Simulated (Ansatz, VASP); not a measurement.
One calculation of Co, two programs

```
CELL_PARAMETERS angstrom
3.98931 0.00000 0.00000
-1.99466 3.45485 0.00000
0.00000 0.00000 2.45424
ATOMIC_POSITIONS crystal
Co 0.00000 0.00000 0.00000
Co 0.33333 0.66667 0.50000
Co 0.66667 0.33333 0.50000
```

Alike in both runs: task single point; functional revPBE; k mesh 12 × 12 × 17; occupations fermi-dirac, width 0.05 eV; collinear spin.

```csv
,VASP,Ansatz
version,VASP 6.6.1,Ansatz 0.2.0
potentials or method,"VASP PAW PBE potentials, release 64 (Co), cutoff 520 eV","plane waves (420 eV) with PAW, scalar-relativistic"
valence electrons in the cell,27,51
```

VASP gave:

- net moment per atom (μB): 1.67
- size of the moment on the site where the two differ most (μB): 1.66

**Question.** Which values does Ansatz return?

**Answer.** net moment per atom (μB): 1.68; size of the moment on the site where the two differ most (μB): 1.72.

VASP's potentials were made for PBE, not for revPBE. Site moments also hang on the region over which each program counts them. VASP's potentials hold 27 valence electrons a cell and Ansatz's 51, so a difference there can come from the potentials and not from the codes.
